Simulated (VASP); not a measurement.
# H13O6F in VASP: notebook

Runs on H13O6F. Level: LDA. Tasks: single point.

All numbers are computed with VASP 6.6.1; they aren't measurements. Logs are shortened: lines on timing, memory, paths and dates and some standing lists are left out, and cuts for length are marked.

### Step 1. The cell of the first run

The cell holds an amorphous packing of atoms, 20 atoms: a = 5.284 Å, b = 5.673 Å, c = 5.648 Å, α = 86.26°, β = 96.79°, γ = 93.84°.

### Step 2. Single point, LDA

INCAR

```
PREC     = Accurate       # precision mode
ENCUT    = 520            # plane-wave cutoff, eV
EDIFF    = 1E-7           # SCF threshold, eV
ISMEAR   = -1             # smearing method
SIGMA    = 0.02           # smearing width, eV
LREAL    = Auto         
LASPH    = True           # aspherical terms in the spheres
NELM     = 80             # most SCF steps
ALGO     = Normal         # electronic algorithm
ISIF     = 2              # what is computed and relaxed
LWAVE    = False          # write WAVECAR
LCHARG   = True           # write CHGCAR
LELF     = True           # ELF
LVHAR    = True         
NBANDS   = 44             # bands
```

KPOINTS

```
Automatic mesh
0
Gamma
  1 1 1
```

POSCAR

```
H13O6F
1.0
    5.2714440000     -0.1781040000     -0.3205640000
   -0.1781040000      5.6677280000      0.1798070000
   -0.3205640000      0.1798070000      5.6364810000
O H F
6 13 1
Direct
    0.2022186417      0.5230575323      0.8991203219
    0.1649003256      0.1214576279      0.3413694070
    0.3446205115      0.7362636258      0.5468993111
    0.8433628658      0.3195416244      0.5335236565
    0.4806935314      0.4682764145      0.2600015265
    0.5924510022      0.0407554584      0.7948914130
    0.3665051155      0.4956368684      1.0741576823
    0.2669928558      0.6139165264      0.7499185767
    0.3139665612      0.2398770790      0.3351408084
    0.1244099833      0.0419329779      0.1929468970
    0.2244156477      0.8483078008      0.4782430557
    0.5216567338      0.9153947753      0.6773960528
    0.9352907506      0.4491840254      0.6202547497
    0.9827059711      0.2325278326      0.4628260123
    0.3988908323      0.6194084763      0.3943410899
    0.6650414036      0.4377372132      0.3374233174
    0.7187511945     -0.0684362668      0.9381759785
    0.7142946752      0.1604894499      0.6974599988
    1.1000780405      0.6498603549      0.9637921207
    0.9028985320      0.7949139211      1.0475340337
```

Potentials or basis: VASP PAW LDA potentials, release 64 (O, H, F).

The run is started by

```bash
$ cat potpaw_LDA.64/O/POTCAR potpaw_LDA.64/H/POTCAR potpaw_LDA.64/F/POTCAR > POTCAR
$ mpirun -np 1 vasp_gam > vasp.out
```

OUTCAR:

```text
PREC = Accurate
   ENCUT = 520
   EDIFF = 1E-7
   ISMEAR = -1
   LREAL = Auto
   LASPH = True
   NELM = 80
   ISIF = 2

 ion  position               nearest neighbor table
   1  0.202  0.523  0.899-  19 1.04   8 1.04   7 1.25
   2  0.165  0.121  0.341-  10 0.97   9 1.00
   3  0.345  0.736  0.547-  11 0.96  15 1.19   8 1.39
   4  0.843  0.320  0.534-  13 0.98  14 1.04
   5  0.481  0.468  0.260-  16 1.04   7 1.15  15 1.31
   6  0.592  0.041  0.795-  12 1.03  18 1.07  17 1.16
   7  0.367  0.496  0.074-   5 1.15   1 1.25
   8  0.267  0.614  0.750-   1 1.04   3 1.39
   9  0.314  0.240  0.335-   2 1.00
  10  0.124  0.042  0.193-   2 0.97
  11  0.224  0.848  0.478-   3 0.96
  12  0.522  0.915  0.677-   6 1.03
  13  0.935  0.449  0.620-   4 0.98
  14  0.983  0.233  0.463-   4 1.04
  15  0.399  0.619  0.394-   3 1.19   5 1.31
  16  0.665  0.438  0.337-   5 1.04
  17  0.719  0.932  0.938-   6 1.16  20 1.35
  18  0.714  0.160  0.697-   6 1.07
  19  0.100  0.650  0.964-   1 1.04
  20  0.903  0.795  0.048-  17 1.35

  LATTYP: Found a triclinic cell.
 ALAT       =     5.6484519914
 B/A-ratio  =     1.3703471296
 C/A-ratio  =     1.8335657163
 COS(alpha) =     0.0154752920
 COS(beta)  =     0.6414262455
 COS(gamma) =     0.6819464797

  Lattice vectors:

 A1 = (   0.3205640000,  -0.1798070000,  -5.6364810000)
 A2 = (   0.1424600000,   5.4879210000,  -5.4566740000)
 A3 = (   5.7701120000,  -6.0256390000,  -6.1368520000)

Analysis of symmetry for initial positions (statically):
=====================================================================
 Subroutine PRICEL returns:
 Original cell was already a primitive cell.

 Routine SETGRP: Setting up the symmetry group for a
 triclinic supercell.

 Subroutine GETGRP returns: Found  1 space group operations
 (whereof  1 operations were pure point group operations)
 out of a pool of  2 trial point group operations.

The static configuration has the point symmetry C_1 .

Analysis of symmetry for dynamics (positions and initial velocities):
=====================================================================
 Subroutine PRICEL returns:
 Original cell was already a primitive cell.

 Routine SETGRP: Setting up the symmetry group for a
 triclinic supercell.

 Subroutine GETGRP returns: Found  1 space group operations
 (whereof  1 operations were pure point group operations)
 out of a pool of  2 trial point group operations.

The dynamic configuration has the point symmetry C_1 .

 Subroutine INISYM returns: Found  1 space group operations
 (whereof  1 operations are pure point group operations),
 and found     1 'primitive' translations

----------------------------------------------------------------------------------------

                                     Primitive cell

  volume of cell :     167.4907

  direct lattice vectors                    reciprocal lattice vectors
     5.271444000 -0.178104000 -0.320564000     0.190540249  0.005649510  0.010656387
    -0.178104000  5.667728000  0.179807000     0.005649510  0.176783792 -0.005318200
    -0.320564000  0.179807000  5.636481000     0.010656387 -0.005318200  0.178191376

  length of vectors
     5.284184342  5.673375739  5.648451991     0.190921613  0.176953976  0.178588936

  position of ions in fractional coordinates (direct lattice)
     0.202218642  0.523057532  0.899120322
     0.164900326  0.121457628  0.341369407
     0.344620511  0.736263626  0.546899311
     0.843362866  0.319541624  0.533523657
     0.480693531  0.468276414  0.260001526
     0.592451002  0.040755458  0.794891413
[... 12 lines left out ...]
     0.100078041  0.649860355  0.963792121
     0.902898532  0.794913921  0.047534034

  ion indices of the primitive-cell ions
   primitive index   ion index
                 1           1
                 2           2
                 3           3
                 4           4
                 5           5
                 6           6
[... 12 lines left out ...]
                19          19
                20          20

----------------------------------------------------------------------------------------

 KPOINTS: Automatic mesh

Automatic generation of k-mesh.
 Grid dimensions read from file:
 generate k-points for:    1    1    1

 Generating k-lattice:

  Cartesian coordinates                     Fractional coordinates (reciprocal lattice)
     0.190540249  0.005649510  0.010656387     1.000000000  0.000000000  0.000000000
     0.005649510  0.176783792 -0.005318200    -0.000000000  1.000000000  0.000000000
     0.010656387 -0.005318200  0.178191376     0.000000000  0.000000000  1.000000000

  Length of vectors
     0.190921613  0.176953976  0.178588936

  Shift w.r.t. Gamma in fractional coordinates (k-lattice)
     0.000000000  0.000000000  0.000000000

 Subroutine IBZKPT returns following result:
 ===========================================

 Found      1 irreducible k-points:

 Following reciprocal coordinates:
            Coordinates               Weight
  0.000000  0.000000  0.000000      1.000000
   k-points           NKPTS =      1   k-points in BZ     NKDIM =      1   number of bands    NBANDS=     44
   number of dos      NEDOS =    301   number of ions     NIONS =     20
   total plane-waves  NPLWV =  70560
   dimension x,y,z NGX =    40 NGY =   42 NGZ =   42
   dimension x,y,z NGXF=    80 NGYF=   84 NGZF=   84
   ions per type =               6  13   1
   NGX,Y,Z   is equivalent  to a cutoff of  12.58, 12.31, 12.36 a.u.
   NGXF,Y,Z  is equivalent  to a cutoff of  25.17, 24.61, 24.72 a.u.
 SYSTEM =  unknown system
   PREC   = accura    normal or accurate (medium, high low for compatibility)
   ISTART =      0    job   : 0-new  1-cont  2-samecut
   ICHARG =      2    charge: 1-file 2-atom 10-const
   ISPIN  =      1    spin polarized calculation?
   LNONCOLLINEAR =      F non collinear calculations
   LSORBIT =      F    spin-orbit coupling
   LASPH  =      T    aspherical Exc in radial PAW
   ENCUT  =  520.0 eV  38.22 Ry    6.18 a.u.   9.83 10.55 10.50*2*pi/ulx,y,z
   NELM   =     80;   NELMIN=  2; NELMDL= -5     # of ELM steps
   EDIFF  = 0.1E-06   stopping-criterion for ELM
   LREAL  =      T    real-space projection
   EDIFFG = 0.1E-05   stopping-criterion for IOM
   NSW    =      0    number of steps for IOM
   IBRION =     -1    ionic relax: 0-MD 1-quasi-New 2-CG
   NFREE  =      0    steps in history (QN), initial steepest desc. (CG)
   ISIF   =      2    stress and relaxation
   ISYM   =      2    0-nonsym 1-usesym 2-fastsym
   POTIM  = 0.5000    time-step for ionic-motion
   TEBEG  =    0.0;   TEEND  =   0.0 temperature during run
   PSTRESS=    0.0 pullay stress
   NELECT =      56.0000    total number of electrons
   NUPDOWN=      -1.0000    fix difference up-down
   EMIN   =  10.00;   EMAX   =-10.00  energy-range for DOS
   EFERMI =   0.00;   METHOD = LEGACY
   ISMEAR =    -1;   SIGMA  =   0.02  broadening in eV -4-tet -1-fermi 0-gaus
   EFERMI_NEDOS =   21; number of points for ismear=-14 and -15
   IALGO  =     38    algorithm
   IMIX   =      4    mixing-type and parameters
     AMIX     =   0.40;   BMIX     =  1.00
     AMIX_MAG =   1.60;   BMIX_MAG =  1.00
  volume/ion in A,a.u.               =       8.37        56.51
  Fermi-wavevector in a.u.,A,eV,Ry     =   1.136250  2.147202 17.566000  1.291065
  Thomas-Fermi vector in A             =   2.272955
   LORBIT       =      0    0 simple, 1 ext, 2 COOP (PROOUT), +10 PAW based schemes
   GGA     = CA    functional components
   LHFCALC =     F    Hartree Fock is set to
   AEXX    =    0.0000 exact exchange contribution
   IVDW    =     0    specifies the selected vdW correction
   LEPSILON=     F    determine dielectric tensor
   LRPA    =     F    only Hartree local field effects (RPA)
 non-spin polarized calculation
  energy-cutoff  :      520.00
  volume of cell :      167.49
 maximum number of plane-waves:      2254
 NGX is ok and might be reduce to    40
   NGX = 19   NGY = 21   NGZ = 21

 number of electron      55.9999983 magnetization

 Free energy of the ion-electron system (eV)
  ---------------------------------------------------
  ext. energy  EPLUGINS =         0.00000000
  ---------------------------------------------------
  free energy    TOTEN  =      -103.14551713 eV

  energy without entropy =     -103.14551713  energy(sigma->0) =     -103.14551713

 E-fermi :  -2.6679     XC(G=0):  -8.0879

 val. band max:       -3.1477703440   @ k =   0.0000   0.0000   0.0000
 cond. band min:       1.7954120899   @ k =   0.0000   0.0000   0.0000
 fundamental gap:      4.9431824340
 Fermi energy:        -2.6679173095

 k-point     1 :       0.0000    0.0000    0.0000
  band No.  band energies     occupation
      1     -23.1805      2.00000
      2     -22.4216      2.00000
      3     -21.6244      2.00000
      4     -21.5147      2.00000
      5     -21.3088      2.00000
      6     -20.2948      2.00000
[... 32 lines left out ...]
     39       9.2101      0.00000
     40       9.3827      0.00000
 [bands above 40 left out]

------------------------ aborting loop because EDIFF is reached ----------------------------------------

  FORCE on cell =-STRESS in cart. coord.  units (eV):
  Direction    XX          YY          ZZ          XY          YZ          ZX
  --------------------------------------------------------------------------------------
  -------------------------------------------------------------------------------------
  Total        0.5783893     -0.3165723      0.1385237      1.0817960     -0.6838085     -0.0253730
  in kB        5.5327400     -3.0282586      1.3250862     10.3482134     -6.5411564     -0.2427127
  external PRESSURE =       1.2765225 kB  Pullay stress =       0.0000000 kB

 VOLUME and BASIS-vectors are now :
 -----------------------------------------------------------------------------
  energy-cutoff  :      520.00
  volume of cell :      167.49
      direct lattice vectors                 reciprocal lattice vectors
     5.271444000 -0.178104000 -0.320564000     0.190540249  0.005649510  0.010656387
    -0.178104000  5.667728000  0.179807000     0.005649510  0.176783792 -0.005318200
    -0.320564000  0.179807000  5.636481000     0.010656387 -0.005318200  0.178191376

 POSITION                                       TOTAL-FORCE (eV/Angst)
 -----------------------------------------------------------------------------------
      0.68460      3.09020      5.09710        -0.849983      0.702890      0.726557
      0.73820      0.72040      1.89310        -0.609027     -0.422449      1.014197
      1.51020      4.20990      3.10450         1.340199     -1.593898     -0.396884
      4.21780      1.75680      2.79430         0.188303     -0.008081      0.121063
      2.36720      2.61520      1.39560        -0.321814      0.428089      1.184426
      2.86100      0.26840      4.29780         1.615949     -0.275200      1.045406
[... 12 lines left out ...]
      0.10286      3.83870      5.51716        -0.435923     -0.514761     -0.125581
      4.60276      4.35309      0.12142        -0.118265      0.817455     -0.046540
 -----------------------------------------------------------------------------------
    total drift:                                0.005867     -0.002597     -0.002219

  FREE ENERGIE OF THE ION-ELECTRON SYSTEM (eV)
  ---------------------------------------------------
  free  energy   TOTEN  =      -103.1455171265 eV

  energy  without entropy=     -103.1455171265  energy(sigma->0) =     -103.14551713
```

Wall time 9.9 s (1 thread of Intel Xeon 6975P-C (Granite Rapids), shared host); peak memory 0.18 GiB.

What came out:

- Free energy: -103.1455 eV
- Pressure: 0.1 GPa
- Largest force: 2.120 eV/Å
- Band gap on the k mesh: 4.94 eV

Forces in eV/Å, atoms in the order of the input:
```
O   -0.850  0.703  0.727
O   -0.609 -0.422  1.014
O    1.340 -1.594 -0.397
O    0.188 -0.008  0.121
O   -0.322  0.428  1.184
O    1.616 -0.275  1.045
H    0.603 -0.278 -0.180
H    0.498 -0.031 -0.379
H    0.655  0.763 -0.624
H   -0.533 -0.287 -0.756
H   -0.826  1.345 -0.645
H   -0.588 -0.414 -0.197
H    0.321  0.016  0.597
H    0.020 -0.191 -0.463
H    0.305 -0.135  0.422
H   -0.903 -0.019 -0.660
H    0.102  0.331 -0.988
H   -0.463 -0.235  0.349
H   -0.436 -0.515 -0.126
F   -0.118  0.817 -0.047
```

Levels at points of the mesh, in eV from the valence-band top:
| k point | band 24 | band 25 | band 26 | band 27 | band 28 | band 29 | band 30 | band 31 | band 32 | band 33 |
| --- | --- | --- | --- | --- | --- | --- | --- | --- | --- | --- |
| (0.00, 0.00, 0.00) | -0.98 | -0.51 | -0.40 | -0.20 | 0.00 | 4.94 | 8.29 | 9.20 | 9.32 | 9.81 |

Caveat: the k points lie up to 1.20 Å⁻¹ apart.

### Step 3. Single point, LDA

This run uses another cell than the first one, of 9.26 Å³/atom, 1.106 times its volume.

INCAR

```
PREC = Accurate
ENCUT = 520
EDIFF = 1E-7
ISMEAR = -1
SIGMA = 0.02
LREAL = Auto
LASPH = True
NELM = 80
ALGO = Normal
ISIF = 2
LWAVE = False
LCHARG = False
NBANDS = 44
```

KPOINTS is that of step 2.

POSCAR

```
H13O6F
1.0
    5.5992280000     -0.0161930000     -0.0859920000
   -0.0161930000      5.8436680000      0.1188570000
   -0.0859920000      0.1188570000      5.6658530000
O H F
6 13 1
Direct
    0.2009438504      0.5735010684      0.8598908138
    0.1692311775      0.1073252755      0.2933532104
    0.3835431204      0.7673473697      0.5223709534
    0.8506228984      0.2956681408      0.5703297519
    0.4703651669      0.4368394103      0.2605832202
    0.5612299850      0.0234839028      0.8148940791
    0.3058479048      0.5002075026      0.9734893069
    0.2892585084      0.6218830130      0.6983694721
    0.2919751486      0.2312134960      0.2708552771
    0.1066230232      0.0343994377      0.1447761022
    0.2941308570      0.8832131727      0.4093852828
    0.4886495184      0.8862283096      0.6687758244
    0.9554043554      0.4133734085      0.6609110417
    0.9609242657      0.2164065531      0.4631801012
    0.4346068898      0.5646879289      0.3642091672
    0.6272599605      0.3886536241      0.3230308190
    0.7327974300     -0.0506413270      0.8817090371
    0.6512467859      0.1516224955      0.7177878810
    1.0843036579      0.7058436999      0.9435025892
    0.9678674629      0.8709573819      0.9943620982
```

Potentials or basis: VASP PAW LDA potentials, release 64 (O, H, F).

The run is started by

```bash
$ cat potpaw_LDA.64/O/POTCAR potpaw_LDA.64/H/POTCAR potpaw_LDA.64/F/POTCAR > POTCAR
$ mpirun -np 1 vasp_gam > vasp.out
```

Wall time 8.8 s (1 thread of Intel Xeon 6975P-C (Granite Rapids), shared host); peak memory 0.2 GiB.

The run converged. Its results:

| Property | Result |
| --- | --- |
| Free energy | -103.1521 eV |
| Pressure | -1.7 GPa |
| Largest force | 3.163 eV/Å |
| Band gap on the k mesh | 4.65 eV |

Forces in eV/Å, atoms in the order of the input:
```
O   -1.824 -0.044 -1.000
O   -0.802 -0.565  0.282
O    0.418 -0.125  0.322
O    0.599  1.641  0.946
O   -0.312 -0.806 -1.118
O    3.142 -0.357 -0.091
H    1.569 -1.064  1.814
H   -0.202  1.498 -0.435
H    0.427  0.372 -0.218
H    0.005  0.269  0.194
H    0.077 -0.073  0.841
H   -0.620 -0.024 -0.665
H   -1.028 -1.521 -0.883
H    0.526 -0.318 -0.162
H   -0.249  1.245  0.683
H    0.693 -0.320  0.241
H   -1.807  0.469 -0.039
H   -0.469 -0.422  0.118
H    0.271  0.351 -0.665
F   -0.413 -0.205 -0.166
```

Stress tensor (GPa, compression positive):
```
-2.62 -0.88 -1.07
-0.88 -1.10 -0.88
-1.07 -0.88 -1.43
```

Levels at points of the mesh, in eV from the valence-band top:
```csv
k point,band 26,band 27,band 28,band 29,band 30,band 31
"(0.00, 0.00, 0.00)",-0.46,-0.30,0.00,4.65,8.55,8.82
```

Caveat: the k points lie up to 1.12 Å⁻¹ apart.

### Step 4. Single point, LDA

This run uses another cell than the first one, of 8.85 Å³/atom, 1.057 times its volume.

INCAR

```
SYSTEM = H13O6F
ALGO     = Normal         ! electronic algorithm
EDIFF    = 1E-7           ! SCF threshold, eV
ENCUT    = 520            ! plane-wave cutoff, eV
ISIF     = 2              ! what is computed and relaxed
ISMEAR   = -1             ! smearing method
LASPH    = .True.         ! aspherical terms in the spheres
LCHARG   = .False.        ! write CHGCAR
LREAL    = Auto         
LWAVE    = .False.        ! write WAVECAR
NBANDS   = 44             ! bands
NELM     = 80             ! most SCF steps
PREC     = Accurate       ! precision mode
SIGMA    = 0.02           ! smearing width, eV
```

KPOINTS

```
k-points
0
Gamma
  1 1 1
  0 0 0
```

POSCAR

```
H13O6F
1.0
    5.4381120000     -0.3814650000     -0.5904590000
   -0.3814650000      5.5840160000      0.2239900000
   -0.5904590000      0.2239900000      5.9297390000
O H F
6 13 1
Direct
    0.1627390948      0.5454951105      0.8805118258
    0.1334998916      0.0935287600      0.3333159698
    0.3382150826      0.7551699669      0.5425958240
    0.8962676742      0.3267441310      0.5605174017
    0.4736165303      0.4510933379      0.2694571795
    0.6620067628      0.0136381816      0.7749300660
    0.4086292697      0.5070271528      1.0983973861
    0.2673319303      0.6434558666      0.7741859911
    0.2898314050      0.2310115911      0.3245150040
    0.0371459119      0.0002393381      0.2010509280
    0.2353649663      0.8916194005      0.4757645376
    0.5503146345      0.8997229658      0.6565397367
    1.0020129573      0.4379339878      0.6772734407
    0.9963836304      0.2325730949      0.4754390766
    0.3883874792      0.6711574262      0.4286013821
    0.6680167738      0.4544116678      0.3329746633
    0.7610922460     -0.1196186162      0.9079973234
    0.7707112473      0.1520756233      0.7031860885
    1.0560383068      0.6450314088      0.9499350203
    0.9019003213      0.7872174894      1.0782104097
```

The run is started by

```bash
$ cat potpaw_LDA.64/O/POTCAR potpaw_LDA.64/H/POTCAR potpaw_LDA.64/F/POTCAR > POTCAR
$ mpirun -np 1 vasp_gam > vasp.out
```

It took 11 s on 1 thread of Intel Xeon 6975P-C (Granite Rapids), shared host; peak memory 0.2 GiB.

The run converged. Its results:

* Free energy: -103.4308 eV
* Pressure: 0.0 GPa
* Largest force: 2.459 eV/Å
* Band gap on the k mesh: 5.15 eV

Forces in eV/Å, atoms in the order of the input:
```
O    0.227  0.671  0.891
O    0.917  1.576  1.650
O    0.162 -0.088  1.719
O   -0.702 -0.613 -1.295
O    0.885  0.445 -0.060
O    0.206 -1.397  1.633
H    0.218 -0.637  1.236
H   -0.509  0.218 -0.159
H   -0.799 -0.621 -0.922
H    0.027 -0.177 -0.599
H   -0.339  0.584 -0.871
H   -0.467  0.219 -0.207
H    0.496 -0.151  0.318
H   -0.230  0.359  0.186
H    0.436 -1.323 -1.481
H   -1.582 -0.210 -0.415
H    0.053  1.447 -0.174
H    0.508  0.301 -0.713
H    0.586 -0.085 -0.134
F   -0.092 -0.521 -0.604
```

Stress tensor (GPa, compression positive):
```
-1.36  1.57  0.70
 1.57  0.69  1.56
 0.70  1.56  0.81
```

Levels at points of the mesh, in eV from the valence-band top:
```tsv
k point	band 26	band 27	band 28	band 29	band 30	band 31
(0.00, 0.00, 0.00)	-0.28	-0.16	0.00	5.15	8.85	9.23
```

Caveat: the k points lie up to 1.18 Å⁻¹ apart.

### Step 5. Summary

```tsv
cell	gap on the mesh (eV)	pressure (GPa)	largest force (eV/Å)
a = 5.284, b = 5.673, c = 5.648 Å, angles 86.3, 96.8, 93.8°, 20 atoms	4.94	0.1	2.12
a = 5.600, b = 5.845, c = 5.668 Å, angles 87.6, 91.8, 90.3°, 20 atoms	4.65	-1.7	3.16
a = 5.483, b = 5.602, c = 5.963 Å, angles 85.2, 102.0, 98.1°, 20 atoms	5.15	0.0	2.46
```

Alike in all rows: task single point; level LDA; potentials or basis VASP PAW LDA potentials, release 64 (O, H, F); no spin polarisation; k mesh 1 × 1 × 1; cutoff (eV) 520; smearing fermi-dirac 0.02 eV.

Caveats: all runs use coarse meshes.

Total energies depend on the potentials used, so only differences within one code and one set of settings carry meaning.
